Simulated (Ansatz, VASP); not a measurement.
**One calculation of Si3IrRu, two programs**

```xyz
5
Lattice="3.2579 0.0000 0.0000 0.0000 3.2579 0.0000 0.0000 0.0000 7.3891" Properties=species:S:1:pos:R:3 pbc="T T T"
Si    0.0000    0.0000    1.2957
Si    0.0000    0.0000    6.0934
Si    0.0000    0.0000    3.6945
Ru    1.6290    1.6290    0.0000
Ir    1.6290    1.6290    3.6945
```

Alike in both runs: functional PBE; k mesh 5 × 5 × 3; occupations gaussian, width 0.2 eV; no spin polarisation.

Ansatz relaxed the structure, and its values are those at the end. VASP's run is a single point on that final structure, the one shown.

```csv
,VASP,Ansatz
version,VASP 6.6.1,Ansatz 0.2.0
potentials or method,"VASP PAW PBE potentials, release 64 (Si, Ru_pv, Ir), cutoff 500 eV","scalar-relativistic, plane waves, PAW"
valence electrons in the cell,35,45
```

|  | VASP | Ansatz | Ansatz less VASP |
| --- | --- | --- | --- |
| gap on the k mesh at the Fermi level (eV) | none | none | - |
| pressure (GPa) | 0.3 | 0.0 | -0.27 |
| rms of the force components (eV/Å) | 0.005 | 0.005 | +0.0003 |

A gap of «none» marks a metal or a gap that the smearing closes. The functional is the same, so the differences come from potentials, cutoffs and numerics. VASP's potentials hold 35 valence electrons a cell and Ansatz's 45, so a difference there can come from the potentials and not from the codes.

The k mesh is coarse, so the values compare programs but aren't converged. Neither program's run includes spin-orbit coupling.
